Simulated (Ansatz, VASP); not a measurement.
## One calculation of AgCl, two programs

```
Ag Cl
1.0
     3.24012    0.02901    0.02901
     0.02901    3.24012    0.02901
     0.02901    0.02901    3.24012
Ag Cl
1 1
Direct
  0.00000 0.00000 0.00000
  0.50000 0.50000 0.50000
```

Alike in both runs: task single point; functional PBEsol; k mesh 12 × 12 × 12; occupations gaussian, width 0.05 eV; no spin polarisation.

|  | VASP | Ansatz |
| --- | --- | --- |
| version | VASP 6.6.1 | Ansatz 0.2.0 |
| potentials or method | VASP PAW PBE potentials, release 64 (Ag, Cl), cutoff 520 eV | scalar-relativistic, plane waves, PAW |
| valence electrons in the cell | 18 | 26 |

|  | VASP | Ansatz | Ansatz less VASP |
| --- | --- | --- | --- |
| gap on the k mesh at the Fermi level (eV) | 0.46 | 0.46 | -0.001 |
| least direct gap on the mesh (eV) | 2.58 | 2.58 | -0.003 |
| pressure (GPa) | 6.6 | 6.8 | +0.14 |
| traceless stress, the component that is largest in VASP (GPa) | 0.14 | 0.14 | -0.003 |

VASP's potentials were made for PBE, not for PBEsol. VASP's potentials hold 18 valence electrons a cell and Ansatz's 26, so a difference there can come from the potentials and not from the codes.
